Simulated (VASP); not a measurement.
A run of VASP 6.6.1 is set up as follows.

The input POSCAR:

```
TcN2
1.0
    0.0000000000      2.4445490000      2.4445490000
    2.4445490000      0.0000000000      2.4445490000
    4.8890980000      4.8890980000      0.0000000000
Tc N
2 4
Direct
    0.0000000000      0.0000000000      0.0000000000
    0.0000000000      0.0000000000      0.5000000000
    0.7500000000      0.7500000000      0.3750000000
    0.2500000000      0.2500000000      0.1250000000
    0.7500000000      0.7500000000      0.8750000000
    0.2500000000      0.2500000000      0.6250000000
```

File INCAR.step1:

```
SYSTEM = TcN2
PREC = Accurate ; ENCUT = 660
ISMEAR = -1 ; SIGMA = 0.15
LREAL = .FALSE. ; LASPH = .TRUE.
NELM = 120 ; NBANDS = 32
GGA = PE ; ALGO = Normal
EDIFF = 1E-5 ; LWAVE = .TRUE.
LCHARG = .FALSE. ; GGA_COMPAT = .FALSE.
```

File INCAR.step2:

```
SYSTEM = TcN2
PREC = Accurate ; ENCUT = 660
EDIFF = 1E-6 ; ISMEAR = -1
SIGMA = 0.15 ; LREAL = .FALSE.
LASPH = .TRUE. ; NELM = 120
ALGO = Normal ; ISIF = 2
LWAVE = .FALSE. ; LCHARG = .FALSE.
METAGGA = R2SCAN ; LMIXTAU = .TRUE.
NBANDS = 32 ; ISTART = 1
GGA_COMPAT = .FALSE.
```

File KPOINTS:

```
Automatic mesh
0
G
  8 8 4
  0 0 0
```

Potentials or basis: VASP PAW PBE potentials, release 64 (Tc_pv, N).

Launch:

```sh
$ cat potpaw_PBE.64/Tc_pv/POTCAR potpaw_PBE.64/N/POTCAR > POTCAR
$ cp INCAR.step1 INCAR
$ mpirun -np 1 vasp_std > vasp.out
$ cp INCAR.step2 INCAR
$ mpirun -np 1 vasp_std > vasp.out
```

(1) Estimate the band gap on the k mesh.

(2) Estimate the pressure.

Results:

(1) zero (bands 23 and 24 overlap by 1.31 eV).

(2) -8.9 GPa.

Caveat: the cell stands under tension; the PAW data sets were made with another functional, which shifts forces and pressure a little.
